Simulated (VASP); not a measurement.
# TaS2 (P-3m1) in VASP: single point with PBE

Aim: the single point of TaS2 with PBE.

Everything below comes from runs of VASP 6.6.1. Logs are shortened: lines on timing, memory, paths and dates and some standing lists are left out, and cuts for length are marked.

**1. The cell of the first run**

Symmetry: P-3m1, No. 164, trigonal system. Conventional cell: a = 3.350 Å, b = 3.350 Å, c = 5.860 Å, α = 90.00°, β = 90.00°, γ = 120.00°. Within 3.2 Å of Ta (site symmetry -3m) lie 6 S at 2.43 Å. Within 3.2 Å of S (site symmetry 3m) lie 3 Ta at 2.43 Å.

**2. Single point, PBE**

INCAR reads:

```
PREC     = Accurate       # precision mode
ENCUT    = 500            # plane-wave cutoff, eV
EDIFF    = 1E-6           # SCF threshold, eV
ISMEAR   = -1             # smearing method
SIGMA    = 0.1            # smearing width, eV
LREAL    = F              # projectors in reciprocal space
LASPH    = T              # aspherical terms in the spheres
NELM     = 120            # most SCF steps
ALGO     = Normal         # electronic algorithm
ISIF     = 2              # what is computed and relaxed
LWAVE    = F              # write WAVECAR
LCHARG   = T              # write CHGCAR
GGA      = PE             # functional
LELF     = T              # ELF
LVHAR    = T            
NBANDS   = 18             # bands
GGA_COMPAT= F
```

KPOINTS reads:

```
Automatic mesh
0
Gamma
  9 9 5
```

POSCAR reads:

```
TaS2
1.0
    3.3500000000      0.0000000000      0.0000000000
   -1.6750000000      2.9011851027      0.0000000000
    0.0000000000      0.0000000000      5.8600000000
Ta S
1 2
Direct
    0.0000000000      0.0000000000      0.0000000000
    0.3333333333      0.6666666667      0.2500000000
    0.6666666667      0.3333333333      0.7500000000
```

Potentials or basis: VASP PAW PBE potentials, release 64 (Ta_pv, S).

Started as:

```
$ cat potpaw_PBE.64/Ta_pv/POTCAR potpaw_PBE.64/S/POTCAR > POTCAR
$ mpirun -np 1 vasp_std > vasp.out
```

OUTCAR:

```text
PREC = Accurate
   ENCUT = 500
   EDIFF = 1E-6
   ISMEAR = -1
   LREAL = F
   LASPH = T
   NELM = 120
   ISIF = 2
   GGA = PE

 ion  position               nearest neighbor table
   1  0.000  0.000  0.000-   2 2.43   3 2.43   3 2.43   2 2.43   3 2.43   2 2.43
   2  0.333  0.667  0.250-   1 2.43   1 2.43   1 2.43
   3  0.667  0.333  0.750-   1 2.43   1 2.43   1 2.43

  LATTYP: Found a hexagonal cell.
 ALAT       =     3.3500000000
 C/A-ratio  =     1.7492537313

  Lattice vectors:

 A1 = (   3.3500000000,   0.0000000000,   0.0000000000)
 A2 = (  -1.6750000000,   2.9011851027,   0.0000000000)
 A3 = (   0.0000000000,   0.0000000000,   5.8600000000)

Analysis of symmetry for initial positions (statically):
=====================================================================
 Subroutine PRICEL returns:
 Original cell was already a primitive cell.

 Routine SETGRP: Setting up the symmetry group for a
 hexagonal supercell.

 Subroutine GETGRP returns: Found 12 space group operations
 (whereof 12 operations were pure point group operations)
 out of a pool of 24 trial point group operations.

The static configuration has the point symmetry D_3d.

Analysis of symmetry for dynamics (positions and initial velocities):
=====================================================================
 Subroutine PRICEL returns:
 Original cell was already a primitive cell.

 Routine SETGRP: Setting up the symmetry group for a
 hexagonal supercell.

 Subroutine GETGRP returns: Found 12 space group operations
 (whereof 12 operations were pure point group operations)
 out of a pool of 24 trial point group operations.

The dynamic configuration has the point symmetry D_3d.

 Subroutine INISYM returns: Found 12 space group operations
 (whereof 12 operations are pure point group operations),
 and found     1 'primitive' translations

----------------------------------------------------------------------------------------

                                     Primitive cell

  volume of cell :      56.9532

  direct lattice vectors                    reciprocal lattice vectors
     3.350000000  0.000000000  0.000000000     0.298507463  0.172343364  0.000000000
    -1.675000000  2.901185103  0.000000000     0.000000000  0.344686728  0.000000000
     0.000000000  0.000000000  5.860000000     0.000000000  0.000000000  0.170648464

  length of vectors
     3.350000000  3.350000000  5.860000000     0.344686728  0.344686728  0.170648464

  position of ions in fractional coordinates (direct lattice)
     0.000000000  0.000000000  0.000000000
     0.333333333  0.666666667  0.250000000
     0.666666667  0.333333333  0.750000000

  ion indices of the primitive-cell ions
   primitive index   ion index
                 1           1
                 2           2
                 3           3

----------------------------------------------------------------------------------------

 KPOINTS: Automatic mesh

Automatic generation of k-mesh.
 Grid dimensions read from file:
 generate k-points for:    9    9    5

 Generating k-lattice:

  Cartesian coordinates                     Fractional coordinates (reciprocal lattice)
     0.033167496  0.019149263  0.000000000     0.111111111 -0.000000000  0.000000000
     0.000000000  0.038298525  0.000000000     0.000000000  0.111111111  0.000000000
     0.000000000  0.000000000  0.034129693     0.000000000  0.000000000  0.200000000

  Length of vectors
     0.038298525  0.038298525  0.034129693

  Shift w.r.t. Gamma in fractional coordinates (k-lattice)
     0.000000000  0.000000000  0.000000000

 Subroutine IBZKPT returns following result:
 ===========================================

 Found     50 irreducible k-points:

 Following reciprocal coordinates:
            Coordinates               Weight
  0.000000  0.000000  0.000000      1.000000
  0.111111  0.000000  0.000000      6.000000
  0.222222  0.000000  0.000000      6.000000
  0.333333  0.000000  0.000000      6.000000
  0.444444  0.000000  0.000000      6.000000
  0.111111  0.111111  0.000000      6.000000
[... 16 lines left out ...]
  0.222222  0.111111  0.200000     12.000000
 -0.111111  0.333333  0.200000     12.000000
 [... further k-points ...]
   k-points           NKPTS =     50   k-points in BZ     NKDIM =     50   number of bands    NBANDS=     18
   number of dos      NEDOS =    301   number of ions     NIONS =      3
   total plane-waves  NPLWV =  27648
   dimension x,y,z NGX =    24 NGY =   24 NGZ =   48
   dimension x,y,z NGXF=    48 NGYF=   48 NGZF=   96
   ions per type =               1   2
   NGX,Y,Z   is equivalent  to a cutoff of  11.91, 11.91, 13.62 a.u.
   NGXF,Y,Z  is equivalent  to a cutoff of  23.82, 23.82, 27.23 a.u.
 SYSTEM =  unknown system
   PREC   = accura    normal or accurate (medium, high low for compatibility)
   ISTART =      0    job   : 0-new  1-cont  2-samecut
   ICHARG =      2    charge: 1-file 2-atom 10-const
   ISPIN  =      1    spin polarized calculation?
   LNONCOLLINEAR =      F non collinear calculations
   LSORBIT =      F    spin-orbit coupling
   LASPH  =      T    aspherical Exc in radial PAW
   ENCUT  =  500.0 eV  36.75 Ry    6.06 a.u.   6.11  6.11 10.68*2*pi/ulx,y,z
   NELM   =    120;   NELMIN=  2; NELMDL= -5     # of ELM steps
   EDIFF  = 0.1E-05   stopping-criterion for ELM
   LREAL  =      F    real-space projection
   EDIFFG = 0.1E-04   stopping-criterion for IOM
   NSW    =      0    number of steps for IOM
   IBRION =     -1    ionic relax: 0-MD 1-quasi-New 2-CG
   NFREE  =      0    steps in history (QN), initial steepest desc. (CG)
   ISIF   =      2    stress and relaxation
   ISYM   =      2    0-nonsym 1-usesym 2-fastsym
   POTIM  = 0.5000    time-step for ionic-motion
   TEBEG  =    0.0;   TEEND  =   0.0 temperature during run
   PSTRESS=    0.0 pullay stress
   NELECT =      23.0000    total number of electrons
   NUPDOWN=      -1.0000    fix difference up-down
   EMIN   =  10.00;   EMAX   =-10.00  energy-range for DOS
   EFERMI =   0.00;   METHOD = LEGACY
   ISMEAR =    -1;   SIGMA  =   0.10  broadening in eV -4-tet -1-fermi 0-gaus
   EFERMI_NEDOS =   21; number of points for ismear=-14 and -15
   IALGO  =     38    algorithm
   IMIX   =      4    mixing-type and parameters
     AMIX     =   0.40;   BMIX     =  1.00
     AMIX_MAG =   1.60;   BMIX_MAG =  1.00
  volume/ion in A,a.u.               =      18.98       128.11
  Fermi-wavevector in a.u.,A,eV,Ry     =   1.210073  2.286706 19.922686  1.464276
  Thomas-Fermi vector in A             =   2.345631
   LORBIT       =      0    0 simple, 1 ext, 2 COOP (PROOUT), +10 PAW based schemes
   GGA     = PE    functional components
   LHFCALC =     F    Hartree Fock is set to
   AEXX    =    0.0000 exact exchange contribution
   IVDW    =     0    specifies the selected vdW correction
   LEPSILON=     F    determine dielectric tensor
   LRPA    =     F    only Hartree local field effects (RPA)
 non-spin polarized calculation
  energy-cutoff  :      500.00
  volume of cell :       56.95
 maximum number of plane-waves:      1464
   NGX = 13   NGY = 13   NGZ = 21

 number of electron      23.0000003 magnetization

 Free energy of the ion-electron system (eV)
  ---------------------------------------------------
  ext. energy  EPLUGINS =         0.00000000
  ---------------------------------------------------
  free energy    TOTEN  =       -23.04104297 eV

  energy without entropy =      -22.99007770  energy(sigma->0) =      -23.01556033

 E-fermi :   5.6732     XC(G=0): -10.5167

 val. band max:        5.6709814664   @ k =   0.2222   0.1111   0.0000
 cond. band min:       5.6831974630   @ k =   0.0000   0.0000   0.4000
 fundamental gap:      0.0122159966
 Fermi energy:         5.6731664547

 k-point     1 :       0.0000    0.0000    0.0000
  band No.  band energies     occupation
      1     -29.5815      2.00000
      2     -29.5609      2.00000
      3     -29.5609      2.00000
      4      -9.4863      2.00000
      5      -7.4027      2.00000
      6      -1.3259      2.00000
[... 10 lines left out ...]
     17      10.8938      0.00000
     18      11.2601      0.00000

 k-point     2 :       0.1111    0.0000    0.0000
  band No.  band energies     occupation
      1     -29.5971      2.00000
      2     -29.5745      2.00000
      3     -29.5691      2.00000
      4      -9.2937      2.00000
      5      -7.4126      2.00000
      6      -1.0964      2.00000
[... 10 lines left out ...]
     17      11.8570      0.00000
     18      12.0461      0.00000

 k-point     3 :       0.2222    0.0000    0.0000
  band No.  band energies     occupation
      1     -29.6875      2.00000
      2     -29.5898      2.00000
      3     -29.5568      2.00000
      4      -8.7720      2.00000
      5      -7.4339      2.00000
      6      -0.4855      2.00000
[... 10 lines left out ...]
     17      12.7921      0.00000
     18      13.2909      0.00000

 k-point     4 :       0.3333    0.0000    0.0000
  band No.  band energies     occupation
      1     -29.7883      2.00000
      2     -29.6132      2.00000
      3     -29.5366      2.00000
      4      -8.1285      2.00000
      5      -7.4063      2.00000
      6      -0.3023      2.00000
[... 10 lines left out ...]
     17      12.1832      0.00000
     18      12.6094      0.00000

 k-point     5 :       0.4444    0.0000    0.0000
  band No.  band energies     occupation
      1     -29.8529      2.00000
      2     -29.6284      2.00000
      3     -29.5234      2.00000
      4      -7.8120      2.00000
      5      -7.1767      2.00000
      6      -1.1877      2.00000
[... 10 lines left out ...]
     17      11.5199      0.00000
     18      12.8891      0.00000

 k-point     6 :       0.1111    0.1111    0.0000
  band No.  band energies     occupation
      1     -29.6570      2.00000
      2     -29.5870      2.00000
      3     -29.5620      2.00000
      4      -8.9345      2.00000
      5      -7.4293      2.00000
      6      -0.6626      2.00000
[... 10 lines left out ...]
     17      13.0227      0.00000
     18      13.1457      0.00000

 k-point     7 :       0.2222    0.1111    0.0000
  band No.  band energies     occupation
      1     -29.7450      2.00000
      2     -29.6166      2.00000
      3     -29.5432      2.00000
      4      -8.3289      2.00000
      5      -7.4424      2.00000
      6       0.0136      2.00000
[... 10 lines left out ...]
     17      13.0399      0.00000
     18      13.6671      0.00000

 k-point     8 :       0.3333    0.1111    0.0000
  band No.  band energies     occupation
      1     -29.8206      2.00000
      2     -29.6428      2.00000
      3     -29.5265      2.00000
      4      -7.8048      2.00000
      5      -7.3324      2.00000
      6      -0.6505      2.00000
[... 10 lines left out ...]
     17      12.5516      0.00000
     18      12.7354      0.00000
[... 229 lines left out ...]
     17      11.5137      0.00000
     18      11.9140      0.00000

 k-point    20 :       0.4444    0.0000    0.2000
  band No.  band energies     occupation
      1     -29.8529      2.00000
      2     -29.6284      2.00000
      3     -29.5234      2.00000
      4      -7.8000      2.00000
      5      -7.1922      2.00000
      6      -1.1687      2.00000
[... 10 lines left out ...]
     17      11.8100      0.00000
     18      12.7225      0.00000

 k-point    21 :       0.0000    0.4444    0.2000
  band No.  band energies     occupation
      1     -29.8529      2.00000
      2     -29.6284      2.00000
      3     -29.5234      2.00000
      4      -7.8806      2.00000
      5      -7.0761      2.00000
      6      -1.2604      2.00000
[... 10 lines left out ...]
     17      11.1772      0.00000
     18      11.9503      0.00000

 k-point    22 :       0.1111    0.1111    0.2000
  band No.  band energies     occupation
      1     -29.6570      2.00000
      2     -29.5870      2.00000
      3     -29.5621      2.00000
      4      -8.8599      2.00000
      5      -7.5510      2.00000
      6      -0.4427      2.00000
[... 10 lines left out ...]
     17      13.0307      0.00000
     18      13.2771      0.00000

 k-point    23 :       0.2222    0.1111    0.2000
  band No.  band energies     occupation
      1     -29.7450      2.00000
      2     -29.6166      2.00000
      3     -29.5432      2.00000
      4      -8.2396      2.00000
      5      -7.5597      2.00000
      6       0.1505      2.00000
[... 10 lines left out ...]
     17      13.3817      0.00000
     18      13.5810      0.00000

 k-point    24 :      -0.1111    0.3333    0.2000
  band No.  band energies     occupation
      1     -29.7450      2.00000
      2     -29.6166      2.00000
      3     -29.5432      2.00000
      4      -8.2950      2.00000
      5      -7.4800      2.00000
      6      -0.2240      2.00000
[... 10 lines left out ...]
     17      12.4291      0.00000
     18      13.1434      0.00000

 [... further k-points ...]
[... 5 lines left out ...]
  --------------------------------------------------------------------------------------
  -------------------------------------------------------------------------------------
  Total        2.7222327      2.7222327      4.3630465      0.0000000      0.0000000      0.0000000
  in kB       76.5804601     76.5804601    122.7389949      0.0000000      0.0000000      0.0000000
  external PRESSURE =      91.9666383 kB  Pullay stress =       0.0000000 kB

 VOLUME and BASIS-vectors are now :
 -----------------------------------------------------------------------------
  energy-cutoff  :      500.00
  volume of cell :       56.95
      direct lattice vectors                 reciprocal lattice vectors
     3.350000000  0.000000000  0.000000000     0.298507463  0.172343364  0.000000000
    -1.675000000  2.901185103  0.000000000     0.000000000  0.344686728  0.000000000
     0.000000000  0.000000000  5.860000000     0.000000000  0.000000000  0.170648464

 POSITION                                       TOTAL-FORCE (eV/Angst)
 -----------------------------------------------------------------------------------
      0.00000      0.00000      0.00000         0.000000      0.000000      0.000000
     -0.00000      1.93412      1.46500         0.000000      0.000000      1.228496
      1.67500      0.96706      4.39500        -0.000000     -0.000000     -1.228496
 -----------------------------------------------------------------------------------
    total drift:                               -0.000000      0.000000      0.000000

  FREE ENERGIE OF THE ION-ELECTRON SYSTEM (eV)
  ---------------------------------------------------
  free  energy   TOTEN  =       -23.0410429662 eV

  energy  without entropy=      -22.9900777030  energy(sigma->0) =      -23.01556033
```

It used 57 s of CPU time on 1 thread of AMD EPYC 7R13 Processor (Zen 3), with other jobs on the host.

What came out:

| Property | Result |
| --- | --- |
| Free energy | -23.0410 eV |
| Pressure | 9.2 GPa |
| Largest force | 1.228 eV/Å |

Forces in eV/Å, atoms in the order of the input:
```
Ta   0.000  0.000  0.000
S    0.000  0.000  1.228
S    0.000  0.000 -1.228
```

Caveat: spin-orbit coupling is left out, which moves the levels of the heavy elements; this functional lacks dispersion, which binds the layers, so the pressure and a relaxed spacing across them are unreliable; forces of over 1 eV/Å act on the atoms, so gaps and moduli don't describe the material at rest.
